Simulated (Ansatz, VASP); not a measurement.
Two plane-wave programs on BaTe

The input INCAR:

```
SYSTEM = BaTe
PREC     = Accurate       ! precision mode
ENCUT    = 520            ! plane-wave cutoff, eV
EDIFF    = 1E-6           ! SCF threshold, eV
ISMEAR   = 0              ! smearing method
SIGMA    = 0.05           ! smearing width, eV
LREAL    = .False.        ! projectors in reciprocal space
LASPH    = .True.         ! aspherical terms in the spheres
NELM     = 100            ! most SCF steps
ALGO     = Normal         ! electronic algorithm
ISIF     = 2              ! what is computed and relaxed
LWAVE    = .False.        ! write WAVECAR
LCHARG   = .False.        ! write CHGCAR
GGA      = PE             ! functional
NBANDS   = 15             ! bands
```

The input KPOINTS:

```
Automatic mesh
0
Gamma
  6 6 6
  0 0 0
```

POSCAR

```
BaTe
1.0
    4.1559043500      0.0000000000      0.0000000000
    0.0000000000      4.1559043500      0.0000000000
    0.0000000000      0.0000000000      4.0493427000
Ba Te
1 1
Direct
    0.0000000000      0.0000000000      0.0000000000
    0.5000000000      0.5000000000      0.5000000000
```

Input for Ansatz:

```yaml
crystal:
  lattice:
    - [4.15590435, 0.0, 0.0]
    - [0.0, 4.15590435, 0.0]
    - [0.0, 0.0, 4.0493427]
  atoms:
    - { symbol: Ba, position: [0.0, 0.0, 0.0] }
    - { symbol: Te, position: [0.5, 0.5, 0.5] }
basis:
  ecutwfc: 420
kpoints:
  mp_grid: { grid: [6, 6, 6] }
hamiltonian:
  xc: pbe
scf:
  occupations: { method: gaussian, width: 0.05 }
output:
  forces: true
  stress: true
  eigenvalues: true
```

Change from the starting cell: strain -0.025 along x and y, -0.050 along z, atoms carried along.

Alike in both runs: task single point; functional PBE; k mesh 6 × 6 × 6; occupations gaussian, width 0.05 eV; no spin polarisation.

|  | VASP | Ansatz |
| --- | --- | --- |
| version | VASP 6.6.1 | Ansatz 0.2.0 |
| potentials or method | VASP PAW PBE potentials, release 64 (Ba_sv, Te), cutoff 520 eV | scalar-relativistic, plane waves, PAW |
| valence electrons in the cell | 16 | 26 |

```tsv
	VASP	Ansatz	Ansatz less VASP
gap on the k mesh at the Fermi level (eV)	0.35	0.47	+0.128
least direct gap on the mesh (eV)	0.66	0.79	+0.129
pressure (GPa)	4.1	3.5	-0.68
traceless stress, the component that is largest in VASP (GPa)	1.38	1.38	-0.008
```

The functional is the same, so the differences come from potentials, cutoffs and numerics. VASP's potentials hold 16 valence electrons a cell and Ansatz's 26, so a difference there can come from the potentials and not from the codes.

Neither program's run includes spin-orbit coupling.
